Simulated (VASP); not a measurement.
# BAs in VASP: further runs, part 2 of 2

VASP 6.6.1. Earlier steps stand in the parts before.

## Step 4: Relaxation of cell and atoms, PBE

File INCAR:

```
PREC = Accurate ; ENCUT = 600
EDIFF = 1E-7 ; ISMEAR = 0
SIGMA = 0.1 ; LREAL = F
LASPH = T ; NELM = 80
ALGO = Normal ; ISIF = 3
LWAVE = F ; LCHARG = F
GGA = PE ; IBRION = 2
NSW = 100 ; EDIFFG = -0.01
```

File KPOINTS:

```
Automatic mesh
0
Gamma
  24 24 24
```

File POSCAR:

```
BAs
1.0
    1.5965279056      0.9217558161      2.7803783502
   -1.5965279056      0.9217558161      2.7803783502
    0.0000000000     -1.8435116321      2.7803783502
B As
1 1
Direct
    0.0000000000      0.0000000000      0.0000000000
    0.5000000000      0.5000000000      0.5000000000
```

Potentials or basis: VASP PAW PBE potentials, release 64 (B, As).

Run with:

```bash
cat potpaw_PBE.64/B/POTCAR potpaw_PBE.64/As/POTCAR > POTCAR
mpirun -np 1 vasp_std > vasp.out
```

OUTCAR:

```text
PREC = Accurate
   ENCUT = 600
   EDIFF = 1E-7
   ISMEAR = 0
   LREAL = F
   LASPH = T
   NELM = 80
   ISIF = 3
   GGA = PE
   IBRION = 2
   NSW = 100
   EDIFFG = -0.01

 ion  position               nearest neighbor table
   1  0.000  0.000  0.000-   2 2.31   2 2.31   2 2.31   2 2.31   2 2.31   2 2.31
   2  0.500  0.500  0.500-   1 2.31   1 2.31   1 2.31   1 2.31   1 2.31   1 2.31

  LATTYP: Found a trigonal (rhomboedric) cell.
 ALAT       =     3.3360214190
 COS(alpha) =     0.5419368421

  Lattice vectors:

 A1 = (   1.5965279056,   0.9217558161,   2.7803783502)
 A2 = (  -1.5965279056,   0.9217558161,   2.7803783502)
 A3 = (   0.0000000000,  -1.8435116321,   2.7803783502)

Analysis of symmetry for initial positions (statically):
=====================================================================
 Subroutine PRICEL returns:
 Original cell was already a primitive cell.

 Routine SETGRP: Setting up the symmetry group for a
 trigonal (rhombohedral) supercell.

 Subroutine GETGRP returns: Found 12 space group operations
 (whereof 12 operations were pure point group operations)
 out of a pool of 12 trial point group operations.

The static configuration has the point symmetry D_3d.

Analysis of symmetry for dynamics (positions and initial velocities):
=====================================================================
 Subroutine PRICEL returns:
 Original cell was already a primitive cell.

 Routine SETGRP: Setting up the symmetry group for a
 trigonal (rhombohedral) supercell.

 Subroutine GETGRP returns: Found 12 space group operations
 (whereof 12 operations were pure point group operations)
 out of a pool of 12 trial point group operations.

The dynamic configuration has the point symmetry D_3d.

 Subroutine INISYM returns: Found 12 space group operations
 (whereof 12 operations are pure point group operations),
 and found     1 'primitive' translations
[... 127 lines left out ...]
 non-spin polarized calculation
 Gauss-broadening in eV      SIGMA  =   0.10
  energy-cutoff  :      600.00
  volume of cell :       24.55
 maximum number of plane-waves:       835
   NGX = 13   NGY = 13   NGZ = 13

--------------------------------------- Ionic step        1  -------------------------------------------

 number of electron       8.0000000 magnetization

 Free energy of the ion-electron system (eV)
  ---------------------------------------------------
  ext. energy  EPLUGINS =         0.00000000
  ---------------------------------------------------
  free energy    TOTEN  =        -9.60475176 eV

  energy without entropy =       -9.60142865  energy(sigma->0) =       -9.60309020

------------------------ aborting loop because EDIFF is reached ----------------------------------------

  FORCE on cell =-STRESS in cart. coord.  units (eV):
  Direction    XX          YY          ZZ          XY          YZ          ZX
  --------------------------------------------------------------------------------------
  -------------------------------------------------------------------------------------
  Total        0.5490477      0.5490477     -0.9123726      0.0000000     -0.0000000      0.0000000
  in kB       35.8321701     35.8321701    -59.5436239      0.0000000     -0.0000000      0.0000000
  external PRESSURE =       4.0402388 kB  Pullay stress =       0.0000000 kB
[... 203 lines left out ...]
--------------------------------------- Ionic step        7  -------------------------------------------

 number of electron       8.0000000 magnetization

 Free energy of the ion-electron system (eV)
  ---------------------------------------------------
  ext. energy  EPLUGINS =         0.00000000
  ---------------------------------------------------
  free energy    TOTEN  =        -9.63326896 eV

  energy without entropy =       -9.62939419  energy(sigma->0) =       -9.63133158

 E-fermi :   7.2478     XC(G=0): -11.4105

 val. band max:        7.2434305870   @ k =  -0.4583   0.2500   0.0000
 cond. band min:       7.2575979424   @ k =   0.4583   0.2917   0.2500
 fundamental gap:      0.0141673554
 Fermi energy:         7.2477932510

 k-point     1 :       0.0000    0.0000    0.0000
  band No.  band energies     occupation
      1      -8.6304      2.00000
      2       7.2249      1.25367
      3       7.2249      1.25367
      4       7.2329      1.16632
      5      10.6617      0.00000
      6      14.8942      0.00000
      7      14.8973      0.00000
      8      14.8973      0.00000
[... 243 lines left out ...]
 k-point    24 :       0.4583    0.0417   -0.0000
  band No.  band energies     occupation
      1      -5.2028      2.00000
      2      -1.9523      2.00000
      3       7.3955      0.03669
      4       8.0746      0.00000
      5       8.4430      0.00000
      6       9.6686      0.00000
      7      11.7229      0.00000
      8      12.8812      0.00000

 [... further k-points ...]

------------------------ aborting loop because EDIFF is reached ----------------------------------------

  FORCE on cell =-STRESS in cart. coord.  units (eV):
  Direction    XX          YY          ZZ          XY          YZ          ZX
  --------------------------------------------------------------------------------------
  -------------------------------------------------------------------------------------
  Total       -0.0020871     -0.0020871      0.0055581      0.0000000      0.0000000      0.0000000
  in kB       -0.1358605     -0.1358605      0.3618161      0.0000000      0.0000000      0.0000000
  external PRESSURE =       0.0300317 kB  Pullay stress =       0.0000000 kB
[... 17 lines left out ...]
  FREE ENERGIE OF THE ION-ELECTRON SYSTEM (eV)
  ---------------------------------------------------
  free  energy   TOTEN  =        -9.6332689627 eV

  energy  without entropy=       -9.6293941874  energy(sigma->0) =       -9.63133158

 reached required accuracy - stopping structural energy minimisation
```

CONTCAR:

```text
BAs
   1.00000000000000
     1.6327500427183945    0.9426686767152890    2.6651439724337349
    -1.6327500427183945    0.9426686767152890    2.6651439724337349
    -0.0000000000000000   -1.8853373533324476    2.6651439724351094
  B               As
     1     1
Direct
     0.0000000000000000    0.0000000000000000    0.0000000000000000
     0.5000000000000000    0.5000000000000000    0.5000000000000000

  0.00000000E+00  0.00000000E+00  0.00000000E+00
  0.00000000E+00  0.00000000E+00  0.00000000E+00
```

It took 18 min on 1 thread of Intel Xeon Platinum 8259CL at 2.50GHz (Skylake/Cascade Lake), shared host; peak memory 0.51 GiB.

Results:

| Item | Value |
| --- | --- |
| Free energy | -9.6333 eV |
| Relaxed volume | 12.31 Å³/atom |
| Relaxed cell | a = 3.265 Å, b = 3.265 Å, c = 3.265 Å, α = 60.02°, β = 60.02°, γ = 60.02° |
| Space group after relaxing (to 0.1 Å) | Fm-3m (No. 225) |
| Energy gained by relaxing | 14.3 meV/atom |
| Ionic steps | 7 |
| Pressure after relaxing | 0.0 GPa |
| Band gap on the k mesh | zero (bands 4 and 5 overlap by 4.97 eV) |

The path:
```
step  energy change (eV)  largest force (eV/Å)  pressure (GPa)  volume (Å³)
   1              0.0000                0.0000            0.40        24.55
   2             -0.0234                0.0000           -0.18        24.65
   3             -0.0283                0.0000           -0.49        24.71
   4             -0.0283                0.0000           -0.52        24.71
   5             -0.0283                0.0000           -0.54        24.72
   6             -0.0284                0.0000            0.36        24.55
   7             -0.0285                0.0000            0.00        24.61
```

Final structure:
```
B As
1.0
     1.63275    0.94267    2.66514
    -1.63275    0.94267    2.66514
     0.00000   -1.88534    2.66514
B As
1 1
Cartesian
  0.0000 0.0000 0.0000
  0.0000 0.0000 3.9977
```

## Step 5: Overview

| task | cell | k mesh | cutoff (eV) | gap on the mesh (eV) | pressure (GPa) |
| --- | --- | --- | --- | --- | --- |
| single point | a = 3.336 Å, angles 57.2°, 2 atoms | 6 × 6 × 6 | 520 | none | 0.5 |
| single point | a = 3.263 Å, angles 60.0°, 2 atoms | 24 × 24 × 24 | 520 | none | 0.4 |
| relaxation of cell and atoms | relaxed from a = 3.336 Å, angles 57.2°, 2 atoms | 24 × 24 × 24 | 600 | none | 0.0 |

Alike in all rows: level PBE; potentials or basis VASP PAW PBE potentials, release 64 (B, As); no spin polarisation; smearing gaussian 0.1 eV.

Caveats: some runs use coarse meshes.

Absolute energies hang on the potentials; compare differences alone.

The gap in the log of VASP goes by the Fermi energy; the results here count the filled bands.